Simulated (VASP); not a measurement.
A run of VASP 6.6.1:

INCAR

```
PREC     = Accurate       # precision mode
ENCUT    = 400            # plane-wave cutoff, eV
EDIFF    = 1E-6           # SCF threshold, eV
ISMEAR   = 0              # smearing method
SIGMA    = 0.01           # smearing width, eV
LREAL    = False          # projectors in reciprocal space
LASPH    = True           # aspherical terms in the spheres
NELM     = 200            # most SCF steps
ALGO     = Normal         # electronic algorithm
ISIF     = 2              # what is computed and relaxed
LWAVE    = False          # write WAVECAR
LCHARG   = False          # write CHGCAR
ISPIN    = 2              # spin polarisation
MAGMOM   = 0.02 0.06 0 0 0 0 0.05 0.1 0.01 0.04 0 0.01 0.02 0.03 0.01 0.03 0.01 0 0.02 0.08 0.03 0.01 0.01 # initial moments
LORBIT   = 11             # projections on sites
NUPDOWN  = 1.0            # fixed moment
GGA      = PS             # functional
NELECT   = 223.0        
NBANDS   = 132            # bands
GGA_COMPAT= False
```

File KPOINTS:

```
Automatic mesh
0
Gamma
  1 1 1
  0.25 0.25 0.25
```

Contents of POSCAR:

```
In12Se11
1.0
   -3.9736966564      6.8826445028      0.0000000000
  -11.9210899693      0.0000000000      0.0000000000
   -1.9868483282      1.1471074171      8.1298164551
In Se
12 11
Direct
    0.4202852983      0.3058898401      0.3357944237
    0.4569303677      0.3623447979     -0.0123945898
    0.4347580657      0.6357701521      0.3318392549
    0.5120847484      0.6607493632     -0.0100753671
    0.4329384744      0.9667349059      0.3425099127
    0.5259231331      0.9840681675      0.0010826744
    0.9372088883      0.2973568955      0.3371100743
    1.0287303542      0.3493956458     -0.0103865789
    0.9365324345      0.6283007251      0.3278109429
    1.0581387673      0.6050547831     -0.0100086131
    0.9268633571      0.9746461891      0.3405682958
    0.9991914154      1.0060963198     -0.0021128135
    0.2152668658      0.1211922844      0.8461594159
    0.0732480329      0.0586134735      0.5081160704
    0.0656963541      0.3946410324      0.5117495646
    0.1866702347      0.7844572282      0.8566382399
    0.0710877766      0.7286767733      0.4879340328
    0.6835300515      0.1366886219      0.8469129612
    0.5677225086      0.0644554641      0.5022728218
    0.7112128189      0.4500758887      0.8365303428
    0.5683830636      0.3967966375      0.4944332005
    0.7300861871      0.7739914101      0.8432641668
    0.5760419917      0.7257111688      0.4967081723
```

Potentials or basis: VASP PAW PBE potentials, release 64 (In_d, Se).

Command:

```sh
$ cat potpaw_PBE.64/In_d/POTCAR potpaw_PBE.64/Se/POTCAR > POTCAR
$ mpirun -np 1 vasp_std > vasp.out
```

Hardware: 1 thread of Oxide Virtual Turin-like Processor (shared host).

Question: How long does it take, and how much memory?

Answer: Wall time 8.6 min on 1 thread of Oxide Virtual Turin-like Processor, on a shared host, peak memory 0.69 GiB. Counts: scf iterations 17, k points 1.
